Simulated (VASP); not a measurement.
A run of VASP 6.6.1 is set up as follows.

The input INCAR:

```
PREC = Accurate ; ENCUT = 600
EDIFF = 1E-6 ; ISMEAR = -1
SIGMA = 0.05 ; LREAL = False
LASPH = True ; NELM = 100
ALGO = Normal ; ISIF = 3
LWAVE = False ; LCHARG = False
GGA = PS ; IBRION = 2
NSW = 60 ; EDIFFG = -0.01
PSTRESS = 20.0
```

Contents of KPOINTS:

```
Automatic mesh
0
Gamma
  11 11 3
```

POSCAR

```
Tc
1.0
    2.7393552909      0.0000000000      0.0000000000
   -1.3696776454      2.3723512719      0.0000000000
    0.0000000000      0.0000000000      8.7696844400
Tc
4
Direct
    0.6666666667      0.3333333333      0.7500000000
    0.0000000000      0.0000000000      0.5000000000
    0.3333333333      0.6666666667      0.2500000000
    0.0000000000      0.0000000000      0.0000000000
```

Potentials or basis: VASP PAW PBE potentials, release 64 (Tc_pv).

Launch:

```console
$ cat potpaw_PBE.64/Tc_pv/POTCAR > POTCAR
$ mpirun -np 1 vasp_std > vasp.out
```

(1) What does it give for the relaxed volume?

(2) Predict the relaxed cell.

(3) Predict the band gap on the k mesh.

(4) Estimate the space group after relaxing (to 0.1 Å).

Answers

(1) 13.90 Å³/atom.

(2) a = 2.713 Å, b = 2.713 Å, c = 8.726 Å, α = 90.00°, β = 90.00°, γ = 120.00°.

(3) zero (bands 26 and 27 overlap by 3.02 eV).

(4) P6_3/mmc (No. 194).

Caveat: the cell is relaxed towards a set pressure, so the run minimises the enthalpy, not the energy; the PAW data sets were made with another functional, which shifts forces and pressure a little.
